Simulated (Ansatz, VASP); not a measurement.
## AlN: VASP beside Ansatz

The input INCAR:

```
PREC = Accurate ; ENCUT = 520
EDIFF = 1E-6 ; ISMEAR = -1
SIGMA = 0.05 ; LREAL = False
LASPH = True ; NELM = 60
ALGO = Normal ; ISIF = 2
LWAVE = False ; LCHARG = True
GGA = PE ; LELF = True
LVHAR = True ; NBANDS = 11
```

The input KPOINTS:

```
regular mesh
0
Gamma
  8 8 8
```

POSCAR

```
AlN
1.0
    0.0000000000      2.1839935596      2.1839935596
    2.1839935596      0.0000000000      2.1839935596
    2.1839935596      2.1839935596      0.0000000000
Al N
1 1
Direct
    0.0000000000      0.0000000000      0.0000000000
    0.2500000000      0.2500000000      0.2500000000
```

The input input.yaml:

```yaml
crystal:
  lattice:
    - [0.0, 2.1839935596, 2.1839935596]
    - [2.1839935596, 0.0, 2.1839935596]
    - [2.1839935596, 2.1839935596, 0.0]
  atoms:
    - { symbol: Al, position: [0.0, 0.0, 0.0] }
    - { symbol: "N", position: [0.25, 0.25, 0.25] }
kpoints:
  mp_grid: { grid: [8, 8, 8] }
scf:
  occupations: { method: fermi_dirac, width: 0.05 }
hamiltonian:
  xc: pbe
  pseudopotentials: { kind: all_electron, datasets: crystal }
output:
  forces: true
  stress: true
  eigenvalues: true
  elf: true
  volumetric_format: npy
```

Alike in both runs: task single point; functional PBE; k mesh 8 × 8 × 8; occupations fermi-dirac, width 0.05 eV; no spin polarisation.

```csv
,VASP,Ansatz
version,VASP 6.6.1,Ansatz 0.2.0
potentials or method,"VASP PAW PBE potentials, release 64 (Al, N), cutoff 520 eV",all-electron PAW datasets made for the crystal
```

|  | VASP | Ansatz | Ansatz less VASP |
| --- | --- | --- | --- |
| gap on the k mesh at the Fermi level (eV) | 3.32 | 3.32 | 0.000 |
| least direct gap on the mesh (eV) | 4.20 | 4.19 | -0.004 |
| pressure (GPa) | 4.6 | 4.8 | +0.17 |

Ansatz ran all-electron here, and VASP with PAW potentials.
